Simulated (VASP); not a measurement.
Write the native input for VASP 6.6.1 that does the following.

```
Task                   : relaxation of cell and atoms
Functional             : PBE
Potentials or basis    : VASP PAW PBE potentials, release 64 (Na_pv, S)
Cutoff                 : 600 eV
k mesh                 : 8 × 8 × 8
Occupations            : gaussian, width 0.1 eV
Spin                   : no spin polarisation
Dipole correction      : no
Further INCAR settings : ALGO = Normal; EDIFF = 1e-06; IBRION = 2; EDIFFG = -0.01; NSW = 100; ISIF = 3
```

The structure of NaS6 lies in POSCAR:

```
NaS6
1.0
    0.0000000000      3.9895760312      3.9895760312
    3.9895760312      0.0000000000      3.9895760312
    3.9895760312      3.9895760312      0.0000000000
Na S
1 6
Direct
    0.5000000000      0.5000000000      0.5000000000
    0.5000000000      0.0000000000      0.0000000000
    0.0000000000      0.5000000000      0.5000000000
    0.0000000000      0.5000000000      0.0000000000
    0.5000000000      0.0000000000      0.5000000000
    0.0000000000      0.0000000000      0.5000000000
    0.5000000000      0.5000000000      0.0000000000
```

The cell was built from a structure type or drawn by symmetry, and may not be a known phase.

These files were run (other wordings do the same):

INCAR

```
ALGO     = Normal         # electronic algorithm
EDIFF    = 1E-6           # SCF threshold, eV
EDIFFG   = -0.01          # ionic threshold
ENCUT    = 600            # plane-wave cutoff, eV
GGA      = PE             # functional
IBRION   = 2              # ionic algorithm
ISIF     = 3              # what is computed and relaxed
ISMEAR   = 0              # smearing method
LASPH    = True           # aspherical terms in the spheres
LCHARG   = False          # write CHGCAR
LREAL    = False          # projectors in reciprocal space
LWAVE    = False          # write WAVECAR
NELM     = 60             # most SCF steps
NSW      = 100            # ionic steps
PREC     = Accurate       # precision mode
SIGMA    = 0.1            # smearing width, eV
```

KPOINTS

```
k-points
0
Gamma
  8 8 8
```

Potentials or basis: VASP PAW PBE potentials, release 64 (Na_pv, S).

Launch:

```sh
$ cat potpaw_PBE.64/Na_pv/POTCAR potpaw_PBE.64/S/POTCAR > POTCAR
$ mpirun -np 1 vasp_std > vasp.out
```

It gave:

- Relaxed volume: 18.08 Å³/atom
- Relaxed cell: a = 5.635 Å, b = 5.635 Å, c = 5.635 Å, α = 60.00°, β = 60.00°, γ = 60.00°
- Space group after relaxing (to 0.1 Å): Fm-3m (No. 225)
- Energy gained by relaxing: 0.0 meV/atom
- Ionic steps: 2
- Pressure after relaxing: 0.0 GPa
- Band gap on the k mesh: zero (an odd number of electrons rules out a gap without spin polarisation)

Wall time 98 s on 1 thread of Intel(R) Xeon(R) 6975P-C (Granite Rapids) (shared host), peak memory 0.37 GiB.
